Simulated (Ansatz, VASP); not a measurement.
# Two plane-wave programs on Cd

```
Cd
1.0
     2.70615   -2.70793    0.00000
     2.70615    2.70793    0.00000
     0.00000    0.00000    5.82092
Cd
4
Direct
  0.24991 0.75009 0.12499
  0.74991 0.25009 0.37501
  0.75009 0.24991 0.87501
  0.25009 0.74991 0.62499
```

Alike in both runs: functional PBEsol; k mesh 12 × 12 × 8; occupations gaussian, width 0.1 eV; no spin polarisation.

Ansatz relaxed the structure, and its values are those at the end. VASP's run is a single point on that final structure, the one shown.

|  | VASP | Ansatz |
| --- | --- | --- |
| version | VASP 6.6.1 | Ansatz 0.2.0 |
| potentials or method | VASP PAW PBE potentials, release 64 (Cd), cutoff 520 eV | scalar-relativistic, plane waves, PAW |
| valence electrons in the cell | 48 | 80 |

```tsv
	VASP	Ansatz	Ansatz less VASP
gap on the k mesh at the Fermi level (eV)	none	none	-
pressure (GPa)	0.4	0.0	-0.37
```

VASP's potentials were made for PBE, not for PBEsol. A gap of «none» marks a metal or a gap that the smearing closes. The functional is the same, so the differences come from potentials, cutoffs and numerics. VASP's potentials hold 48 valence electrons a cell and Ansatz's 80, so a difference there can come from the potentials and not from the codes.
